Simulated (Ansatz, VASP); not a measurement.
Two plane-wave programs on TlBr

```
Tl Br
1.0
     3.97000    0.00000    0.00000
     0.00000    3.97000    0.00000
     0.00000    0.00000    3.97000
Tl Br
1 1
Direct
  0.00000 0.00000 0.00000
  0.50000 0.50000 0.50000
```

Alike in both runs: task electric field gradients; functional PBEsol; k mesh 8 × 8 × 8; occupations fermi-dirac, width 0.03 eV; no spin polarisation.

|  | VASP | Ansatz |
| --- | --- | --- |
| version | VASP 6.6.1 | Ansatz 0.2.0 |
| potentials or method | VASP PAW PBE potentials, release 64 (Tl_d, Br) | PAW with Ansatz's default frozen-core files, scalar-relativistic |
| plane-wave cutoff (eV) | 400 | 420 |
| valence electrons in the cell | 20 | 20 |

```tsv
	VASP	Ansatz	Ansatz less VASP
gap on the k mesh at the Fermi level (eV)	1.71	1.71	-0.004
pressure (GPa)	-1.1	-1.0	+0.07
```

VASP's potentials were made for PBE, not for PBEsol.

Neither program's run includes spin-orbit coupling.
